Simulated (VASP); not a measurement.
Runs of VASP 6.6.1 on Li2HfN2. The structure is that of space group P-3m1 (No. 164), or close to it. The cells are those of the table. 

```tsv
cell	gap on the mesh (eV)	pressure (GPa)	largest force (eV/Å)
a = 3.367, b = 3.367, c = 5.207 Å, angles 90.0, 90.0, 120.0°, 5 atoms	2.08	-14.3	0.29
a = 3.367, b = 3.367, c = 5.424 Å, angles 90.0, 90.0, 120.0°, 5 atoms	1.90	(c)	0.62
a = 3.367, b = 3.367, c = 4.990 Å, angles 90.0, 90.0, 120.0°, 5 atoms	2.23	-8.7	0.17
a = 3.496, b = 3.496, c = 5.207 Å, angles 90.0, 90.0, 120.0°, 5 atoms	2.00	(b)	0.70
a = 3.108, b = 3.108, c = 5.857 Å, angles 90.0, 90.0, 120.0°, 5 atoms	(a)	-3.3	0.73
```

Alike in all rows: task single point; level LDA; potentials or basis VASP PAW LDA potentials, release 64 (Li_sv, Hf_pv, N); no spin polarisation; k mesh 9 × 9 × 6; cutoff (eV) 750; smearing gaussian 0.05 eV.

Task: Fill in the values left out.

Result: (a) 1.19; (b) -23.1; (c) -18.7.

Caveats: the cell stands under tension; spin-orbit coupling is left out, which moves the levels of the heavy elements; an odd mesh through Γ misses points on the zone boundary, where band edges can lie.

A k mesh can miss the band edges, and the runs leave out spin-orbit coupling on Hf.
